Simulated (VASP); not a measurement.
# CuAu (P4/mmm) in VASP: a series of runs, part 2 of 2

VASP 6.6.1. Earlier steps stand in the parts before.

### 3 Electric field gradients, PBEsol (14.24 Å³/atom)

This run uses another cell than the first one, of 14.24 Å³/atom.

File INCAR:

```
SYSTEM = CuAu
ALGO = Normal ; EDIFF = 1E-8
ENCUT = 520 ; GGA = PS
ISIF = 2 ; ISMEAR = -1
LASPH = .True. ; LCHARG = .False.
LEFG = .True. ; LREAL = .False.
LWAVE = .False. ; NBANDS = 18
NELM = 60 ; PREC = Accurate
SIGMA = 0.05
```

File KPOINTS:

```
k-points
0
Gamma
  13 13 10
  0 0 0
```

File POSCAR:

```
CuAu
1.0
    2.7906353816      0.0000000000      0.0000000000
    0.0000000000      2.7906353816      0.0000000000
    0.0000000000      0.0000000000      3.6577256608
Cu Au
1 1
Direct
    0.5000000000      0.5000000000      0.5000000000
    0.0000000000      0.0000000000      0.0000000000
```

Potentials or basis: VASP PAW PBE potentials, release 64 (Cu, Au).

On the command line:

```
> cat potpaw_PBE.64/Cu/POTCAR potpaw_PBE.64/Au/POTCAR > POTCAR
> mpirun -np 1 vasp_std > vasp.out
```

OUTCAR:

```text
SYSTEM = CuAu
   EDIFF = 1E-8
   ENCUT = 520
   GGA = PS
   ISIF = 2
   ISMEAR = -1
   LASPH = .True.
   LREAL = .False.
   NELM = 60
   PREC = Accurate

 ion  position               nearest neighbor table
   1  0.500  0.500  0.500-   2 2.69   2 2.69   2 2.69   2 2.69   2 2.69   2 2.69   2 2.69   2 2.69

   2  0.000  0.000  0.000-   1 2.69   1 2.69   1 2.69   1 2.69   1 2.69   1 2.69   1 2.69   1 2.69

  LATTYP: Found a simple tetragonal cell.
 ALAT       =     2.7906353816
 C/A-ratio  =     1.3107142857

  Lattice vectors:

 A1 = (   2.7906353816,   0.0000000000,   0.0000000000)
 A2 = (   0.0000000000,   2.7906353816,   0.0000000000)
 A3 = (   0.0000000000,   0.0000000000,   3.6577256608)

Analysis of symmetry for initial positions (statically):
=====================================================================
 Subroutine PRICEL returns:
 Original cell was already a primitive cell.

 Routine SETGRP: Setting up the symmetry group for a
 simple tetragonal supercell.

 Subroutine GETGRP returns: Found 16 space group operations
 (whereof 16 operations were pure point group operations)
 out of a pool of 16 trial point group operations.

The static configuration has the point symmetry D_4h.

Analysis of symmetry for dynamics (positions and initial velocities):
=====================================================================
 Subroutine PRICEL returns:
 Original cell was already a primitive cell.

 Routine SETGRP: Setting up the symmetry group for a
 simple tetragonal supercell.

 Subroutine GETGRP returns: Found 16 space group operations
 (whereof 16 operations were pure point group operations)
 out of a pool of 16 trial point group operations.

The dynamic configuration has the point symmetry D_4h.

 Subroutine INISYM returns: Found 16 space group operations
 (whereof 16 operations are pure point group operations),
 and found     1 'primitive' translations

----------------------------------------------------------------------------------------

                                     Primitive cell

  volume of cell :      28.4851

  direct lattice vectors                    reciprocal lattice vectors
     2.790635382  0.000000000  0.000000000     0.358341332  0.000000000  0.000000000
     0.000000000  2.790635382  0.000000000     0.000000000  0.358341332  0.000000000
     0.000000000  0.000000000  3.657725661     0.000000000  0.000000000  0.273393932

  length of vectors
     2.790635382  2.790635382  3.657725661     0.358341332  0.358341332  0.273393932

  position of ions in fractional coordinates (direct lattice)
     0.500000000  0.500000000  0.500000000
     0.000000000  0.000000000  0.000000000

  ion indices of the primitive-cell ions
   primitive index   ion index
                 1           1
                 2           2

----------------------------------------------------------------------------------------

 KPOINTS: k-points

Automatic generation of k-mesh.
 Grid dimensions read from file:
[... 72 lines left out ...]
   ISYM   =      2    0-nonsym 1-usesym 2-fastsym
   POTIM  = 0.5000    time-step for ionic-motion
   TEBEG  =    0.0;   TEEND  =   0.0 temperature during run
   PSTRESS=    0.0 pullay stress
   NELECT =      22.0000    total number of electrons
   NUPDOWN=      -1.0000    fix difference up-down
   EMIN   =  10.00;   EMAX   =-10.00  energy-range for DOS
   EFERMI =   0.00;   METHOD = LEGACY
   ISMEAR =    -1;   SIGMA  =   0.05  broadening in eV -4-tet -1-fermi 0-gaus
   EFERMI_NEDOS =   21; number of points for ismear=-14 and -15
   IALGO  =     38    algorithm
   IMIX   =      4    mixing-type and parameters
     AMIX     =   0.40;   BMIX     =  1.00
     AMIX_MAG =   1.60;   BMIX_MAG =  1.00
  volume/ion in A,a.u.               =      14.24        96.11
  Fermi-wavevector in a.u.,A,eV,Ry     =   1.502023  2.838412 30.695743  2.256073
  Thomas-Fermi vector in A             =   2.613318
   LORBIT       =      0    0 simple, 1 ext, 2 COOP (PROOUT), +10 PAW based schemes
   GGA     = PS    functional components
   LHFCALC =     F    Hartree Fock is set to
   AEXX    =    0.0000 exact exchange contribution
   IVDW    =     0    specifies the selected vdW correction
   LEPSILON=     F    determine dielectric tensor
   LRPA    =     F    only Hartree local field effects (RPA)
 non-spin polarized calculation
  energy-cutoff  :      520.00
  volume of cell :       28.49
 maximum number of plane-waves:       784
 NGX is ok and might be reduce to    24
   NGX = 11   NGY = 11   NGZ = 13

 number of electron      22.0000009 magnetization

 Free energy of the ion-electron system (eV)
  ---------------------------------------------------
  ext. energy  EPLUGINS =         0.00000000
  ---------------------------------------------------
  free energy    TOTEN  =        -8.35809838 eV

  energy without entropy =       -8.35378671  energy(sigma->0) =       -8.35594255

 E-fermi :   8.8895     XC(G=0): -12.9633

 val. band max:        8.8798061244   @ k =   0.4615   0.3846   0.1000
 cond. band min:       8.9329811312   @ k =   0.4615   0.0769   0.4000
 fundamental gap:      0.0531750068
 Fermi energy:         8.8895407390

 k-point     1 :       0.0000    0.0000    0.0000
  band No.  band energies     occupation
      1      -1.1634      2.00000
      2       2.0756      2.00000
      3       2.2455      2.00000
      4       4.7297      2.00000
      5       4.7297      2.00000
      6       5.8341      2.00000
[... 481 lines left out ...]
      5       4.8879      2.00000
      6       6.0405      2.00000
[... 10 lines left out ...]
     17      22.1013      0.00000
     18      22.2974      0.00000

 [... further k-points ...]

------------------------ aborting loop because EDIFF is reached ----------------------------------------

  FORCE on cell =-STRESS in cart. coord.  units (eV):
  Direction    XX          YY          ZZ          XY          YZ          ZX
  --------------------------------------------------------------------------------------
  -------------------------------------------------------------------------------------
  Total       -0.0800474     -0.0800474     -0.0009517      0.0000000      0.0000000      0.0000000
  in kB       -4.5023614     -4.5023614     -0.0535312      0.0000000      0.0000000      0.0000000
  external PRESSURE =      -3.0194180 kB  Pullay stress =       0.0000000 kB

 VOLUME and BASIS-vectors are now :
 -----------------------------------------------------------------------------
  energy-cutoff  :      520.00
  volume of cell :       28.49
      direct lattice vectors                 reciprocal lattice vectors
     2.790635382  0.000000000  0.000000000     0.358341332  0.000000000  0.000000000
     0.000000000  2.790635382  0.000000000     0.000000000  0.358341332  0.000000000
     0.000000000  0.000000000  3.657725661     0.000000000  0.000000000  0.273393932

 POSITION                                       TOTAL-FORCE (eV/Angst)
 -----------------------------------------------------------------------------------
      1.39532      1.39532      1.82886         0.000000      0.000000      0.000000
      0.00000      0.00000      0.00000         0.000000      0.000000      0.000000
 -----------------------------------------------------------------------------------
    total drift:                                0.000000      0.000000     -0.000000

  FREE ENERGIE OF THE ION-ELECTRON SYSTEM (eV)
  ---------------------------------------------------
  free  energy   TOTEN  =        -8.3580983836 eV

  energy  without entropy=       -8.3537867069  energy(sigma->0) =       -8.35594255

 Electric field gradients (V/A^2)
---------------------------------------------------------------------
 ion       V_xx      V_yy      V_zz      V_xy      V_xz      V_yz
---------------------------------------------------------------------
   1       7.034     7.034   -14.068     0.000     0.000    -0.000
   2     -40.946   -40.946    81.892    -0.000    -0.000     0.000
---------------------------------------------------------------------

 Electric field gradients after diagonalization (V/A^2)
 (convention: |V_zz| > |V_xx| > |V_yy|)
----------------------------------------------------------------------
 ion       V_xx      V_yy      V_zz     asymmetry (V_yy - V_xx)/ V_zz
----------------------------------------------------------------------
   1       7.034     7.034   -14.068       0.000
   2     -40.946   -40.946    81.892       0.000
----------------------------------------------------------------------

           NMR quadrupolar parameters

 Cq : quadrupolar parameter    Cq=e*Q*V_zz/h
 eta: asymmetry parameters     (V_yy - V_xx)/ V_zz
 Q  : nuclear electric quadrupole moment in mb (millibarn)
----------------------------------------------------------------------
 ion       Cq(MHz)       eta       Q (mb)
----------------------------------------------------------------------
   1      -0.034       0.000       1.000
   2       0.198       0.000       1.000
----------------------------------------------------------------------
```

OSZICAR:

```text
N       E                     dE             d eps       ncg     rms          rms(c)
DAV:   1     0.129269417744E+03    0.12927E+03   -0.10995E+04  6502   0.173E+03
DAV:   2    -0.395800388954E+01   -0.13323E+03   -0.12506E+03  6158   0.299E+02
DAV:   3    -0.950180153779E+01   -0.55438E+01   -0.53691E+01  7054   0.705E+01
DAV:   4    -0.957943740359E+01   -0.77636E-01   -0.77579E-01  7508   0.703E+00
DAV:   5    -0.958137061525E+01   -0.19332E-02   -0.19331E-02  7836   0.114E+00    0.128E+01
DAV:   6    -0.894360997181E+01    0.63776E+00   -0.90081E+00  6546   0.813E+01    0.588E+00
DAV:   7    -0.843235484500E+01    0.51126E+00   -0.33233E+00  7546   0.848E+01    0.609E+00
DAV:   8    -0.836596863885E+01    0.66386E-01   -0.26488E-01  8694   0.120E+01    0.280E+00
DAV:   9    -0.835874774977E+01    0.72209E-02   -0.11695E-02  9200   0.150E+00    0.231E-01
DAV:  10    -0.835811787461E+01    0.62988E-03   -0.36657E-03  6944   0.159E+00    0.545E-02
DAV:  11    -0.835810030510E+01    0.17570E-04   -0.18450E-04  9302   0.301E-01    0.228E-02
DAV:  12    -0.835809856989E+01    0.17352E-05   -0.73047E-06  9306   0.687E-02    0.433E-03
DAV:  13    -0.835809836409E+01    0.20580E-06   -0.67491E-07  9164   0.150E-02    0.131E-03
DAV:  14    -0.835809838625E+01   -0.22158E-07   -0.85470E-08  7870   0.842E-03    0.241E-04
DAV:  15    -0.835809838356E+01    0.26830E-08   -0.64373E-09  3540   0.236E-03
   1 F= -.83580984E+01 E0= -.83559425E+01  d E =-.431168E-02
```

Wall time 85 s (1 thread of Intel Xeon 8259CL, shared host); peak memory 0.22 GiB.

Results:

```
Free energy                             : -8.3581 eV
Pressure                                : -0.3 GPa
Band gap on the k mesh                  : zero (bands 11 and 12 overlap by 6.47 eV)
Largest electric field gradient by atom : Cu -14.1; Au +81.9 V/Å²
```

Electric field gradients, principal values (V/Å²):
| atom | least | middle | greatest (by size) |
| --- | --- | --- | --- |
| 1 Cu | 7.034 | 7.034 | -14.068 |
| 2 Au | -40.946 | -40.946 | 81.892 |

Caveat: without QUAD_EFG the Cq values of the log hold for a quadrupole moment of 1 mb, not for the nuclei; the PAW data sets were made with another functional, which shifts forces and pressure a little; spin-orbit coupling is left out, which moves the levels of the heavy elements.
